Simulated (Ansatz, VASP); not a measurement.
## Pd: VASP beside Ansatz

```
Pd
1.0
     2.80261    0.00000    0.00000
    -1.40131    2.42713    0.00000
     0.00000    0.00000    9.23602
Pd
4
Direct
  0.00000 0.00000 0.00000
  0.00000 0.00000 0.50000
  0.33333 0.66667 0.25000
  0.66667 0.33333 0.75000
```

Alike in both runs: task single point; functional revPBE; k mesh 15 × 15 × 4; occupations fermi-dirac, width 0.1 eV; no spin polarisation.

|  | VASP | Ansatz |
| --- | --- | --- |
| version | VASP 6.6.1 | Ansatz 0.2.0 |
| potentials or method | VASP PAW PBE potentials, release 64 (Pd), cutoff 520 eV | plane waves (420 eV) with PAW, scalar-relativistic |
| valence electrons in the cell | 40 | 72 |

Ansatz gave:

```
pressure (GPa)                                                : 0.0
traceless stress, the component that is largest in VASP (GPa) : -0.14
```

Q: What did VASP give for the same quantities?

A: Pressure (GPa): -0.3; traceless stress, the component that is largest in VASP (GPa): -0.16.

VASP's potentials were made for PBE, not for revPBE. VASP's potentials hold 40 valence electrons a cell and Ansatz's 72, so a difference there can come from the potentials and not from the codes.
